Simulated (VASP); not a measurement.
Crystal: LuC2.

```
Lu C
1.0
    -1.78296    1.78296    3.02895
     1.78296   -1.78296    3.02895
     1.78296    1.78296   -3.02895
Lu C
1 2
Cartesian
  0.0000 0.0000 0.0000
  0.0000 0.0000 3.6828
  0.0000 0.0000 2.3751
```

- Program: VASP 6.6.1
- Task: relaxation of cell and atoms
- Functional: LDA
- Potentials or basis: VASP PAW PBE potentials, release 64 (Lu, C)
- Cutoff: 600 eV
- k mesh: 9 × 9 × 9
- Occupations: fermi-dirac, width 0.05 eV
- Spin: no spin polarisation

At the start: pressure -8.5 GPa; volume 12.84 Å³/atom.

Q: Where does the relaxation end?

A: Over 11 steps the energy falls by 21.1 meV/atom and the volume is 12.03 Å³/atom (-6.3 %); space group I4/mmm (No. 139, to 0.1 Å) before and after.

Step by step:
```tsv
step	energy change (eV)	largest force (eV/Å)	pressure (GPa)	volume (Å³)
1	0.0000	0.2993	-8.53	38.52
2	0.1432	5.0619	15.17	34.83
3	-0.0371	1.0849	-2.25	37.30
4	-0.0198	1.6045	3.09	34.88
5	-0.0618	0.1340	-0.28	36.24
6	-0.0633	0.0700	0.30	36.06
7	-0.0633	0.0581	0.30	36.07
8	-0.0629	0.2156	-0.44	36.11
9	-0.0634	0.0128	0.09	36.08
10	-0.0634	0.0101	0.07	36.08
11	-0.0634	0.0055	0.06	36.10
```

Final structure:
```
CELL_PARAMETERS angstrom
-1.74058 1.74058 2.97870
1.74058 -1.74058 2.97870
1.74058 1.74058 -2.97870
ATOMIC_POSITIONS crystal
Lu 0.00000 0.00000 0.00000
C 0.60899 0.60899 0.00000
C 0.39101 0.39101 0.00000
```

Caveat: the PAW data sets were made with another functional, which shifts forces and pressure a little.
